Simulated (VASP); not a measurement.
# Ge (P6_3/mmc) in VASP: further runs

Runs on Ge. Level: LDA. Tasks: single point.

Program: VASP 6.6.1. These are calculated values, not measurements. Logs are shortened: lines on timing, memory, paths and dates and some standing lists are left out, and cuts for length are marked.

## (1) The cell of the first run

It takes space group P6_3/mmc (No. 194, hexagonal). The conventional cell has a = 2.989 Å, b = 2.989 Å, c = 4.640 Å, α = 90.00°, β = 90.00°, γ = 120.00°. Ge (site symmetry -6m2) has 12 Ge at 2.89 to 2.99 Å within 3.8 Å.

This isn't the form of Ge at room conditions, which is diamond.

## (2) Single point, LDA

File INCAR:

```
ALGO = Normal
EDIFF = 1E-6
ENCUT = 520
ISIF = 2
ISMEAR = -1
LASPH = True
LCHARG = False
LREAL = False
LWAVE = False
NBANDS = 21
NELM = 60
PREC = Accurate
SIGMA = 0.1
```

File KPOINTS:

```
k-points
0
Gamma
  12 12 7
```

File POSCAR:

```
Ge
1.0
    2.9887112133      0.0000000000      0.0000000000
   -1.4943556066      2.5882998353      0.0000000000
    0.0000000000      0.0000000000      4.6399390237
Ge
2
Direct
    0.3333333333      0.6666666667      0.2500000000
    0.6666666667      0.3333333333      0.7500000000
```

Potentials or basis: VASP PAW LDA potentials, release 64 (Ge_d).

Launch:

```
$ cat potpaw_LDA.64/Ge_d/POTCAR > POTCAR
$ mpirun -np 1 vasp_std > vasp.out
```

OUTCAR:

```text
EDIFF = 1E-6
   ENCUT = 520
   ISIF = 2
   ISMEAR = -1
   LASPH = True
   LREAL = False
   NELM = 60
   PREC = Accurate

 ion  position               nearest neighbor table
   1  0.333  0.667  0.250-   2 2.89   2 2.89   2 2.89   2 2.89   2 2.89   2 2.89
   2  0.667  0.333  0.750-   1 2.89   1 2.89   1 2.89   1 2.89   1 2.89   1 2.89

  LATTYP: Found a hexagonal cell.
 ALAT       =     2.9887112133
 C/A-ratio  =     1.5524882441

  Lattice vectors:

 A1 = (   2.9887112133,   0.0000000000,   0.0000000000)
 A2 = (  -1.4943556066,   2.5882998353,   0.0000000000)
 A3 = (   0.0000000000,   0.0000000000,   4.6399390237)

Analysis of symmetry for initial positions (statically):
=====================================================================
 Subroutine PRICEL returns:
 Original cell was already a primitive cell.

 Routine SETGRP: Setting up the symmetry group for a
 hexagonal supercell.

 Subroutine GETGRP returns: Found 24 space group operations
 (whereof 12 operations were pure point group operations)
 out of a pool of 24 trial point group operations.

The static configuration has the point symmetry D_3d.
 The point group associated with its full space group is D_6h.

Analysis of symmetry for dynamics (positions and initial velocities):
=====================================================================
 Subroutine PRICEL returns:
 Original cell was already a primitive cell.

 Routine SETGRP: Setting up the symmetry group for a
 hexagonal supercell.

 Subroutine GETGRP returns: Found 24 space group operations
 (whereof 12 operations were pure point group operations)
 out of a pool of 24 trial point group operations.

The dynamic configuration has the point symmetry D_3d.
 The point group associated with its full space group is D_6h.

 Subroutine INISYM returns: Found 24 space group operations
 (whereof 12 operations are pure point group operations),
 and found     1 'primitive' translations

----------------------------------------------------------------------------------------

                                     Primitive cell

  volume of cell :      35.8931

  direct lattice vectors                    reciprocal lattice vectors
     2.988711213  0.000000000  0.000000000     0.334592381  0.193177001  0.000000000
    -1.494355607  2.588299835  0.000000000     0.000000000  0.386354002  0.000000000
     0.000000000  0.000000000  4.639939024     0.000000000  0.000000000  0.215520074

  length of vectors
     2.988711213  2.988711213  4.639939024     0.386354002  0.386354002  0.215520074

  position of ions in fractional coordinates (direct lattice)
     0.333333333  0.666666667  0.250000000
     0.666666667  0.333333333  0.750000000

  ion indices of the primitive-cell ions
   primitive index   ion index
                 1           1
                 2           2

----------------------------------------------------------------------------------------

 KPOINTS: k-points

Automatic generation of k-mesh.
 Grid dimensions read from file:
 generate k-points for:   12   12    7

 Generating k-lattice:

  Cartesian coordinates                     Fractional coordinates (reciprocal lattice)
     0.027882698  0.016098083  0.000000000     0.083333333  0.000000000  0.000000000
     0.000000000  0.032196167  0.000000000     0.000000000  0.083333333  0.000000000
     0.000000000  0.000000000  0.030788582     0.000000000  0.000000000  0.142857143

  Length of vectors
     0.032196167  0.032196167  0.030788582

  Shift w.r.t. Gamma in fractional coordinates (k-lattice)
     0.000000000  0.000000000  0.000000000

 Subroutine IBZKPT returns following result:
 ===========================================

 Found     76 irreducible k-points:

 Following reciprocal coordinates:
            Coordinates               Weight
  0.000000  0.000000  0.000000      1.000000
  0.083333  0.000000  0.000000      6.000000
  0.166667  0.000000  0.000000      6.000000
  0.250000  0.000000  0.000000      6.000000
  0.333333  0.000000  0.000000      6.000000
  0.416667  0.000000  0.000000      6.000000
[... 16 lines left out ...]
  0.250000  0.000000  0.142857     12.000000
  0.333333  0.000000  0.142857     12.000000
 [... further k-points ...]
   k-points           NKPTS =     76   k-points in BZ     NKDIM =     76   number of bands    NBANDS=     21
   number of dos      NEDOS =    301   number of ions     NIONS =      2
   total plane-waves  NPLWV =  20736
   dimension x,y,z NGX =    24 NGY =   24 NGZ =   36
   dimension x,y,z NGXF=    48 NGYF=   48 NGZF=   72
   ions per type =               2
   NGX,Y,Z   is equivalent  to a cutoff of  13.35, 13.35, 12.90 a.u.
   NGXF,Y,Z  is equivalent  to a cutoff of  26.70, 26.70, 25.80 a.u.
 SYSTEM =  unknown system
   PREC   = accura    normal or accurate (medium, high low for compatibility)
   ISTART =      0    job   : 0-new  1-cont  2-samecut
   ICHARG =      2    charge: 1-file 2-atom 10-const
   ISPIN  =      1    spin polarized calculation?
   LNONCOLLINEAR =      F non collinear calculations
   LSORBIT =      F    spin-orbit coupling
   LASPH  =      T    aspherical Exc in radial PAW
   ENCUT  =  520.0 eV  38.22 Ry    6.18 a.u.   5.56  5.56  8.63*2*pi/ulx,y,z
   NELM   =     60;   NELMIN=  2; NELMDL= -5     # of ELM steps
   EDIFF  = 0.1E-05   stopping-criterion for ELM
   LREAL  =      F    real-space projection
   EDIFFG = 0.1E-04   stopping-criterion for IOM
   NSW    =      0    number of steps for IOM
   IBRION =     -1    ionic relax: 0-MD 1-quasi-New 2-CG
   NFREE  =      0    steps in history (QN), initial steepest desc. (CG)
   ISIF   =      2    stress and relaxation
   ISYM   =      2    0-nonsym 1-usesym 2-fastsym
   POTIM  = 0.5000    time-step for ionic-motion
   TEBEG  =    0.0;   TEEND  =   0.0 temperature during run
   PSTRESS=    0.0 pullay stress
   NELECT =      28.0000    total number of electrons
   NUPDOWN=      -1.0000    fix difference up-down
   EMIN   =  10.00;   EMAX   =-10.00  energy-range for DOS
   EFERMI =   0.00;   METHOD = LEGACY
   ISMEAR =    -1;   SIGMA  =   0.10  broadening in eV -4-tet -1-fermi 0-gaus
   EFERMI_NEDOS =   21; number of points for ismear=-14 and -15
   IALGO  =     38    algorithm
   IMIX   =      4    mixing-type and parameters
     AMIX     =   0.40;   BMIX     =  1.00
     AMIX_MAG =   1.60;   BMIX_MAG =  1.00
  volume/ion in A,a.u.               =      17.95       121.11
  Fermi-wavevector in a.u.,A,eV,Ry     =   1.507037  2.847887 30.901013  2.271160
  Thomas-Fermi vector in A             =   2.617676
   LORBIT       =      0    0 simple, 1 ext, 2 COOP (PROOUT), +10 PAW based schemes
   GGA     = CA    functional components
   LHFCALC =     F    Hartree Fock is set to
   AEXX    =    0.0000 exact exchange contribution
   IVDW    =     0    specifies the selected vdW correction
   LEPSILON=     F    determine dielectric tensor
   LRPA    =     F    only Hartree local field effects (RPA)
 non-spin polarized calculation
  energy-cutoff  :      520.00
  volume of cell :       35.89
 maximum number of plane-waves:      1008
 NGX is ok and might be reduce to    24
   NGX = 11   NGY = 11   NGZ = 17

 number of electron      28.0000020 magnetization

 Free energy of the ion-electron system (eV)
  ---------------------------------------------------
  ext. energy  EPLUGINS =         0.00000000
  ---------------------------------------------------
  free energy    TOTEN  =        -9.79030300 eV

  energy without entropy =       -9.76309068  energy(sigma->0) =       -9.77669684

 E-fermi :   7.1002     XC(G=0): -11.8323

 val. band max:        7.0701064588   @ k =   0.2500   0.2500   0.1429
 cond. band min:       7.1100584315   @ k =   0.3333   0.3333   0.0000
 fundamental gap:      0.0399519728
 Fermi energy:         7.1002161268

 k-point     1 :       0.0000    0.0000    0.0000
  band No.  band energies     occupation
      1     -17.7735      2.00000
      2     -17.7608      2.00000
      3     -17.7608      2.00000
      4     -17.7543      2.00000
      5     -17.7507      2.00000
      6     -17.7507      2.00000
[... 13 lines left out ...]
     20      19.8970      0.00000
     21      21.2828      0.00000

 k-point     2 :       0.0833    0.0000    0.0000
  band No.  band energies     occupation
      1     -17.7751      2.00000
      2     -17.7657      2.00000
      3     -17.7549      2.00000
      4     -17.7481      2.00000
      5     -17.7464      2.00000
      6     -17.7463      2.00000
[... 13 lines left out ...]
     20      19.6794      0.00000
     21      21.2459      0.00000

 k-point     3 :       0.1667    0.0000    0.0000
  band No.  band energies     occupation
      1     -17.7870      2.00000
      2     -17.7626      2.00000
      3     -17.7538      2.00000
      4     -17.7533      2.00000
      5     -17.7426      2.00000
      6     -17.7388      2.00000
[... 13 lines left out ...]
     20      20.6890      0.00000
     21      21.1864      0.00000

 k-point     4 :       0.2500    0.0000    0.0000
  band No.  band energies     occupation
      1     -17.8019      2.00000
      2     -17.7651      2.00000
      3     -17.7620      2.00000
      4     -17.7597      2.00000
      5     -17.7337      2.00000
      6     -17.7170      2.00000
[... 13 lines left out ...]
     20      19.6220      0.00000
     21      21.0621      0.00000

 k-point     5 :       0.3333    0.0000    0.0000
  band No.  band energies     occupation
      1     -17.8156      2.00000
      2     -17.7778      2.00000
      3     -17.7702      2.00000
      4     -17.7604      2.00000
      5     -17.7224      2.00000
      6     -17.6985      2.00000
[... 13 lines left out ...]
     20      18.9225      0.00000
     21      20.4236      0.00000

 k-point     6 :       0.4167    0.0000    0.0000
  band No.  band energies     occupation
      1     -17.8251      2.00000
      2     -17.7879      2.00000
      3     -17.7759      2.00000
      4     -17.7622      2.00000
      5     -17.7136      2.00000
      6     -17.7061      2.00000
[... 13 lines left out ...]
     20      18.5023      0.00000
     21      20.0059      0.00000

 k-point     7 :       0.5000    0.0000    0.0000
  band No.  band energies     occupation
      1     -17.8285      2.00000
      2     -17.7917      2.00000
      3     -17.7779      2.00000
      4     -17.7630      2.00000
      5     -17.7103      2.00000
      6     -17.7087      2.00000
[... 13 lines left out ...]
     20      18.3609      0.00000
     21      19.8669      0.00000
[... 291 lines left out ...]
      1     -17.7721      2.00000
      2     -17.7676      2.00000
      3     -17.7676      2.00000
      4     -17.7548      2.00000
      5     -17.7535      2.00000
      6     -17.7535      2.00000
[... 13 lines left out ...]
     20      20.1601      0.00000
     21      20.7597      0.00000

 k-point    21 :       0.0833    0.0000    0.1429
  band No.  band energies     occupation
      1     -17.7754      2.00000
      2     -17.7674      2.00000
      3     -17.7635      2.00000
      4     -17.7548      2.00000
      5     -17.7498      2.00000
      6     -17.7477      2.00000
[... 13 lines left out ...]
     20      19.7676      0.00000
     21      20.7905      0.00000

 k-point    22 :       0.1667    0.0000    0.1429
  band No.  band energies     occupation
      1     -17.7870      2.00000
      2     -17.7633      2.00000
      3     -17.7592      2.00000
      4     -17.7572      2.00000
      5     -17.7419      2.00000
      6     -17.7322      2.00000
[... 13 lines left out ...]
     20      20.1673      0.00000
     21      20.5215      0.00000

 k-point    23 :       0.2500    0.0000    0.1429
  band No.  band energies     occupation
      1     -17.8007      2.00000
      2     -17.7696      2.00000
      3     -17.7611      2.00000
      4     -17.7594      2.00000
      5     -17.7313      2.00000
      6     -17.7144      2.00000
[... 13 lines left out ...]
     20      18.7994      0.00000
     21      20.3143      0.00000

 k-point    24 :       0.3333    0.0000    0.1429
  band No.  band energies     occupation
      1     -17.8132      2.00000
      2     -17.7821      2.00000
      3     -17.7654      2.00000
      4     -17.7617      2.00000
      5     -17.7213      2.00000
      6     -17.7074      2.00000
[... 13 lines left out ...]
     20      17.9868      0.00000
     21      20.5714      0.00000

 [... further k-points ...]
[... 5 lines left out ...]
  --------------------------------------------------------------------------------------
  -------------------------------------------------------------------------------------
  Total       -0.0128760     -0.0128760     -0.0111362     -0.0000000     -0.0000000      0.0000000
  in kB       -0.5747540     -0.5747540     -0.4970906     -0.0000000     -0.0000000      0.0000000
  external PRESSURE =      -0.5488662 kB  Pullay stress =       0.0000000 kB

 VOLUME and BASIS-vectors are now :
 -----------------------------------------------------------------------------
  energy-cutoff  :      520.00
  volume of cell :       35.89
      direct lattice vectors                 reciprocal lattice vectors
     2.988711213  0.000000000  0.000000000     0.334592381  0.193177001  0.000000000
    -1.494355607  2.588299835  0.000000000     0.000000000  0.386354002  0.000000000
     0.000000000  0.000000000  4.639939024     0.000000000  0.000000000  0.215520074

 POSITION                                       TOTAL-FORCE (eV/Angst)
 -----------------------------------------------------------------------------------
     -0.00000      1.72553      1.15998        -0.000000      0.000000      0.000000
      1.49436      0.86277      3.47995         0.000000     -0.000000      0.000000
 -----------------------------------------------------------------------------------
    total drift:                               -0.000000      0.000000      0.000000

  FREE ENERGIE OF THE ION-ELECTRON SYSTEM (eV)
  ---------------------------------------------------
  free  energy   TOTEN  =        -9.7903029962 eV

  energy  without entropy=       -9.7630906785  energy(sigma->0) =       -9.77669684
```

Wall time 47 s (1 thread of Intel Xeon 8259CL, shared host); peak memory 0.17 GiB.

What came out:

```yaml
Free_energy: -9.7903 eV
Pressure: -0.1 GPa
Band_gap_on_the_k_mesh: zero (bands 14 and 15 overlap by 9.43 eV)
```

## (3) Single point, LDA (15.79 Å³/atom)

This run uses another cell than the first one, of 15.79 Å³/atom.

File INCAR:

```
PREC = Accurate
ENCUT = 520
EDIFF = 1E-6
ISMEAR = -1
SIGMA = 0.1
LREAL = F
LASPH = T
NELM = 60
ALGO = Normal
ISIF = 2
LWAVE = F
LCHARG = F
NBANDS = 21
```

File KPOINTS:

```
regular mesh
0
Gamma
  14 14 8
```

File POSCAR:

```
Ge
1.0
    2.8640340509      0.0000000000      0.0000000000
   -1.4320170254      2.4803262453      0.0000000000
    0.0000000000      0.0000000000      4.4463791947
Ge
2
Direct
    0.3333333333      0.6666666667      0.2500000000
    0.6666666667      0.3333333333      0.7500000000
```

Potentials or basis: VASP PAW LDA potentials, release 64 (Ge_d).

Launch:

```
$ cat potpaw_LDA.64/Ge_d/POTCAR > POTCAR
$ mpirun -np 1 vasp_std > vasp.out
```

Run time: 72 s. Hardware: 1 thread of Intel Xeon 8259CL, shared host; peak memory 0.18 GiB.

The run converged. Its results:

| Property | Result |
| --- | --- |
| Free energy | -9.5938 eV |
| Pressure | 13.3 GPa |
| Band gap on the k mesh | zero (bands 14 and 15 overlap by 10.90 eV) |

Stress tensor (GPa, compression positive):
```
12.22  0.00  0.00
 0.00 12.22  0.00
 0.00  0.00 15.37
```

Levels at points of the mesh, in eV from the Fermi level:
```tsv
k point	band 12	band 13	band 14	band 15	band 16	band 17
(0.00, 0.00, 0.00)	-7.64	-6.48	7.11	7.11	9.53	9.53
(0.50, 0.00, 0.00)	-8.03	-1.96	-1.33	-1.32	1.21	2.32
(0.00, 0.00, 0.50)	-12.92	2.44	2.44	8.51	8.51	8.51
(0.50, 0.00, 0.50)	-7.49	-5.86	-5.86	4.29	4.29	5.86
```

Caveat: the cell stands under pressure.

(Continued in part 2 of 2.)
